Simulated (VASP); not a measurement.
Runs of VASP 6.6.1 on CsCdCl3. The structure is that of space group Pm-3m (No. 221), or close to it. The cells are those of the table. 

| task | cell | cutoff (eV) | gap on the mesh (eV) | pressure (GPa) |
| --- | --- | --- | --- | --- |
| relaxation of cell and atoms | relaxed to -2 GPa from a = 5.145 Å, 5 atoms | 500 | (a) | -2.0 |
| single point | a = 5.089, b = 5.089, c = 5.214 Å, 5 atoms | 520 | (b) | -0.1 |
| relaxation of cell and atoms | relaxed to 10 GPa from a = 4.839 Å, 5 atoms | 500 | 1.80 | 10.0 |
| single point | a = 4.954 Å, 5 atoms | 520 | (c) | 5.6 |
| single point | a = 5.112 Å, 5 atoms | 520 | 1.62 | 0.3 |
| single point | a = 5.008 Å, 5 atoms | 520 | 1.71 | 3.5 |
| single point | a = 5.061 Å, 5 atoms | 520 | 1.66 | 1.8 |
| relaxation of cell and atoms | relaxed from a = 5.200 Å, 5 atoms | 600 | 1.61 | 0.0 |
| single point | a = 5.277 Å, 5 atoms | 520 | 1.46 | (d) |
| single point | a = 5.163 Å, 5 atoms | 520 | 1.57 | -0.9 |
| single point | a = 5.068, b = 5.068, c = 5.317 Å, 5 atoms | 520 | 1.48 | -0.5 |
| relaxation of cell and atoms | relaxed to 20 GPa from a = 4.723 Å, 5 atoms | 500 | 1.85 | 20.0 |

Alike in all rows: level LDA; potentials or basis VASP PAW LDA potentials, release 64 (Cs_sv, Cd, Cl); no spin polarisation; k mesh 6 × 6 × 6; smearing gaussian 0.02 eV.

Task: Estimate the missing entries.

Result: (a) 1.52; (b) 1.55; (c) 1.75; (d) -3.0.

Caveats: spin-orbit coupling is left out, which moves the levels of the heavy elements; the cell is relaxed towards a set pressure, so the run minimises the enthalpy, not the energy (at least some runs); the cell stands under pressure (at least some runs); the cell stands under tension (at least some runs).

A k mesh can miss the band edges, and the runs leave out spin-orbit coupling on Cd, Cs.
